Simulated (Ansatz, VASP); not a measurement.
## AlP5: VASP beside Ansatz

File INCAR:

```
ALGO = Normal
EDIFF = 1E-6
EDIFFG = -0.04
ENCUT = 600
GGA = PE
IBRION = 2
ISIF = 3
ISMEAR = 0
LASPH = True
LCHARG = False
LREAL = False
LWAVE = False
NELM = 100
NSW = 90
PREC = Accurate
SIGMA = 0.1
```

Contents of KPOINTS:

```
k-points
0
Gamma
  6 6 2
```

The input POSCAR:

```
AlP5
1.0
    3.8712213700      0.0000000000      0.0000000000
   -1.9356106900      3.3525760500      0.0000000000
    0.0000000000      0.0000000000      8.8210498300
Al P
1 5
Direct
    0.0000000000      0.0000000000      0.5000000000
    0.5271506800      0.0000000000      0.0000000000
    0.0000000000      0.5271506800      0.0000000000
    0.4728493200      0.4728493200      0.0000000000
    0.0000000000      0.0000000000      0.2353366000
    0.0000000000      0.0000000000      0.7646634000
```

Input for Ansatz:

```yaml
crystal:
  lattice:
    - [3.87122137, 0.0, 0.0]
    - [-1.93561069, 3.35257605, 0.0]
    - [0.0, 0.0, 8.82104983]
  atoms:
    - { symbol: Al, position: [0.0, 0.0, 0.5] }
    - { symbol: P, position: [0.52715068, 0.0, 0.0] }
    - { symbol: P, position: [0.0, 0.52715068, 0.0] }
    - { symbol: P, position: [0.47284932, 0.47284932, 0.0] }
    - { symbol: P, position: [0.0, 0.0, 0.2353366] }
    - { symbol: P, position: [0.0, 0.0, 0.7646634] }
basis:
  ecutwfc: 420
kpoints:
  mp_grid: { grid: [6, 6, 2] }
hamiltonian:
  xc: pbe
scf:
  occupations: { method: gaussian, width: 0.1 }
  lower_state_search: "off"
output:
  forces: true
  stress: true
  eigenvalues: true
relax:
  adjacent_minimum: "off"
  f_tol: 0.04
  max_steps: 70
  cell: { stress_tol: 0.4 }
```

Alike in both runs: task relaxation of cell and atoms; functional PBE; k mesh 6 × 6 × 2; occupations gaussian, width 0.1 eV; no spin polarisation.

```csv
,VASP,Ansatz
version,VASP 6.6.1,Ansatz 0.2.0
potentials or method,"VASP PAW PBE potentials, release 64 (Al, P), cutoff 600 eV","scalar-relativistic, plane waves, PAW"
valence electrons in the cell,28,28
```

|  | VASP | Ansatz | Ansatz less VASP |
| --- | --- | --- | --- |
| gap on the k mesh at the Fermi level, each at its own relaxed structure (eV) | none | none | - |
| relaxed volume (Å³/atom) | 31.27 | 31.20 | -0.073 |
| relaxed length of the cell vector where the two differ most in proportion (Å) | 7.914 | 7.887 | -0.0271 |

A gap of «none» marks a metal or a gap that the smearing closes.

Noted on VASP's run: the volume moved by over 15 % at a fixed basis, so the end points are rough.
